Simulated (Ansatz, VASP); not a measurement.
# PbSe in VASP and in Ansatz

```xyz
4
Lattice="0.0000 12.2362 3.1867 3.1793 0.0000 3.1867 3.1793 12.2362 0.0000" Properties=species:S:1:pos:R:3 pbc="T T T"
Pb    3.1793   19.7557    3.1740
Pb    3.1793    4.7166    3.1740
Se    3.1793    7.6006    3.0912
Se    3.1793   16.8717    3.0912
```

Alike in both runs: task single point; functional PBE; k mesh 6 × 6 × 6; occupations fermi-dirac, width 0.05 eV; no spin polarisation.

|  | VASP | Ansatz |
| --- | --- | --- |
| version | VASP 6.6.1 | Ansatz 0.2.0 |
| potentials or method | VASP PAW PBE potentials, release 64 (Pb_d, Se) | Ansatz PAW |
| plane-wave cutoff (eV) | 520 | 420 |
| valence electrons in the cell | 40 | 60 |

VASP gave:

```
gap on the k mesh at the Fermi level (eV)                     : 1.67
least direct gap on the mesh (eV)                             : 1.67
pressure (GPa)                                                : -1.2
traceless stress, the component that is largest in VASP (GPa) : 0.15
rms of the force components (eV/Å)                            : 0.159
```

What did Ansatz give for the same quantities?

gap on the k mesh at the Fermi level (eV): 1.67; least direct gap on the mesh (eV): 1.67; pressure (GPa): -1.2; traceless stress, the component that is largest in VASP (GPa): 0.14; rms of the force components (eV/Å): 0.162.

Atom by atom the forces differ by 0.004 eV/Å (rms over components). VASP's potentials hold 40 valence electrons a cell and Ansatz's 60, so a difference there can come from the potentials and not from the codes.

Neither program's run includes spin-orbit coupling.
